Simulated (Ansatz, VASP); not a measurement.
## Two plane-wave programs on PtSe

File INCAR:

```
SYSTEM = PtSe
PREC     = Accurate       ! precision mode
ENCUT    = 600            ! plane-wave cutoff, eV
EDIFF    = 1E-6           ! SCF threshold, eV
ISMEAR   = -1             ! smearing method
SIGMA    = 0.05           ! smearing width, eV
LREAL    = .FALSE.        ! projectors in reciprocal space
LASPH    = .TRUE.         ! aspherical terms in the spheres
NELM     = 80             ! most SCF steps
ALGO     = Normal         ! electronic algorithm
ISIF     = 3              ! what is computed and relaxed
LWAVE    = .FALSE.        ! write WAVECAR
LCHARG   = .FALSE.        ! write CHGCAR
GGA      = RE             ! functional
IBRION   = 2              ! ionic algorithm
NSW      = 60             ! ionic steps
EDIFFG   = -0.01          ! ionic threshold
```

KPOINTS

```
regular mesh
0
G
  8 8 7
  0 0 0
```

Contents of POSCAR:

```
PtSe
1.0
    3.7018703300      0.0000000000      0.0000000000
   -1.8509351600      3.2059137500      0.0000000000
    0.0000000000      0.0000000000      3.6128420300
Pt Se
1 1
Direct
    0.0000000000      0.0000000000      0.0000000000
    0.6666666667      0.3333333333      0.5000000000
```

File input.yaml:

```yaml
crystal:
  lattice:
    - [3.70187033, 0.0, 0.0]
    - [-1.85093516, 3.20591375, 0.0]
    - [0.0, 0.0, 3.61284203]
  atoms:
    - { symbol: Pt, position: [0.0, 0.0, 0.0] }
    - { symbol: Se, position: [0.6666666667, 0.3333333333, 0.5] }
hamiltonian:
  xc: revpbe
  pseudopotentials: { kind: paw }
kpoints:
  mp_grid: { grid: [8, 8, 7] }
scf:
  occupations: { method: fermi_dirac, width: 0.05 }
output:
  forces: true
  stress: true
  eigenvalues: true
relax:
  f_tol: 0.01
  max_steps: 40
  cell: { stress_tol: 0.05 }
```

Alike in both runs: task relaxation of cell and atoms; functional revPBE; k mesh 8 × 8 × 7; occupations fermi-dirac, width 0.05 eV; no spin polarisation.

|  | VASP | Ansatz |
| --- | --- | --- |
| version | VASP 6.6.1 | Ansatz 0.2.0 |
| potentials or method | VASP PAW PBE potentials, release 64 (Pt, Se) | Ansatz PAW |
| plane-wave cutoff (eV) | 600 | 420 |
| valence electrons in the cell | 16 | 34 |

Ansatz gave:

```
gap on the k mesh at the Fermi level, each at its own relaxed structure (eV) : none
relaxed volume (Å³/atom)                                                     : 19.57
relaxed cell length with the largest relative difference (Å)                 : 3.188
```

Problem. Estimate VASP's values.

Solution. gap on the k mesh at the Fermi level, each at its own relaxed structure (eV): none; relaxed volume (Å³/atom): 19.56; relaxed cell length with the largest relative difference (Å): 3.187.

VASP's potentials were made for PBE, not for revPBE. A gap of «none» marks a metal or a gap that the smearing closes. VASP's potentials hold 16 valence electrons a cell and Ansatz's 34, so a difference there can come from the potentials and not from the codes.

Neither program's run includes spin-orbit coupling. Noted on Ansatz's run: the plane-wave basis is chosen anew once the cell has moved, so the energies of steps on either side of that aren't comparable.
